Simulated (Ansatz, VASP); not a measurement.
# Two plane-wave programs on SrO

```
Sr O
1.0
     0.00000    2.53162    2.53162
     2.53162    0.00000    2.53162
     2.53162    2.53162    0.00000
Sr O
1 1
Cartesian
  2.5316 2.5316 2.5316
  0.0000 0.0000 0.0000
```

Alike in both runs: task single point; functional r2SCAN; k mesh 9 × 9 × 9; occupations fermi-dirac, width 0.05 eV; no spin polarisation.

|  | VASP | Ansatz |
| --- | --- | --- |
| version | VASP 6.6.1 | Ansatz 0.2.0 |
| potentials or method | VASP PAW PBE potentials, release 64 (Sr_sv, O) | Ansatz PAW |
| plane-wave cutoff (eV) | 520 | 500 |
| valence electrons in the cell | 16 | 16 |

```csv
,VASP,Ansatz,Ansatz less VASP
gap on the k mesh at the Fermi level (eV),3.77,3.83,+0.058
least direct gap on the mesh (eV),3.83,3.88,+0.044
pressure (GPa),6.7,6.0,-0.68
```

VASP's potentials were made for PBE, not for r2SCAN. With one functional, cell and mesh, what is left measures potentials, basis and numerics.

Noted on Ansatz's run: odd divisions of the mesh miss points on the zone boundary, where band edges often lie, so the gap on the mesh can be too wide.
